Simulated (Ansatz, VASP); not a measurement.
## One calculation of P, two programs

INCAR

```
SYSTEM = P
  ALGO = Normal
  EDIFF = 1E-6
  ENCUT = 520
  GGA = VW
  ISIF = 2
  ISMEAR = -1
  LASPH = .TRUE.
  LCHARG = .FALSE.
  LREAL = .FALSE.
  LWAVE = .FALSE.
  NBANDS = 18
  NELM = 100
  PREC = Accurate
  SIGMA = 0.05
```

File KPOINTS:

```
k-points
0
G
  8 8 6
  0 0 0
```

File POSCAR:

```
P
1.0
    1.6477431241     -5.4650377251      0.0000000000
    1.6477431241      5.4650377251      0.0000000000
    0.0000000000      0.0000000000      4.5436355900
P
4
Direct
    0.9041431300      0.0958568700      0.5888151700
    0.0958568700      0.9041431300      0.4111848300
    0.5958568700      0.4041431300      0.0888151700
    0.4041431300      0.5958568700      0.9111848300
```

input.yaml

```yaml
crystal:
  lattice:
    - [1.6477431241, -5.4650377251, 0.0]
    - [1.6477431241, 5.4650377251, 0.0]
    - [0.0, 0.0, 4.54363559]
  atoms:
    - { symbol: P, position: [0.90414313, 0.09585687, 0.58881517] }
    - { symbol: P, position: [0.09585687, 0.90414313, 0.41118483] }
    - { symbol: P, position: [0.59585687, 0.40414313, 0.08881517] }
    - { symbol: P, position: [0.40414313, 0.59585687, 0.91118483] }
hamiltonian:
  xc: { exchange: slater, correlation: vwn5 }
  pseudopotentials: { kind: paw }
kpoints:
  mp_grid: { grid: [8, 8, 6] }
  band_path:
    path:
      - [[0.0, 0.0, 0.0], [0.2727265073, 0.2727265073, 0.0], [0.0, 0.5, 0.0], [0.0, 0.5, 0.5], [0.2727265073, 0.2727265073, 0.5], [0.0, 0.0, 0.5], [0.0, 0.0, 0.0], [-0.5, 0.5, 0.0], [-0.2727265073, 0.7272734927, 0.0], [-0.2727265073, 0.7272734927, 0.5], [-0.5, 0.5, 0.5], [-0.5, 0.5, 0.0]]
      - [[0.0, 0.0, 0.5], [-0.5, 0.5, 0.5]]
    npoints: 14
scf:
  occupations: { method: fermi_dirac, width: 0.05 }
  n_extra_bands: 10
output:
  forces: true
  stress: true
  eigenvalues: true
  fatbands: true
  write_density: true
  write_potential: true
  elf: true
  volumetric_format: npy
```

Alike in both runs: functional SVWN5; k mesh 8 × 8 × 6; occupations fermi-dirac, width 0.05 eV; no spin polarisation.

```csv
,VASP,Ansatz
version,VASP 6.6.1,Ansatz 0.2.0
potentials or method,"VASP PAW PBE potentials, release 64 (P)",Ansatz PAW
plane-wave cutoff (eV),520,420
valence electrons in the cell,20,20
task,single point,band structure
```

Ansatz gave:

* pressure (GPa): -2.2
* traceless stress, the component that is largest in VASP (GPa): -0.64
* rms of the force components (eV/Å): 0.110

Question: What did VASP give for the same quantities?

Answer: Pressure (GPa): -1.8; traceless stress, the component that is largest in VASP (GPa): -0.52; rms of the force components (eV/Å): 0.126.

VASP's potentials were made for PBE, not for SVWN5. Atom by atom the forces differ by 0.018 eV/Å (rms over components).
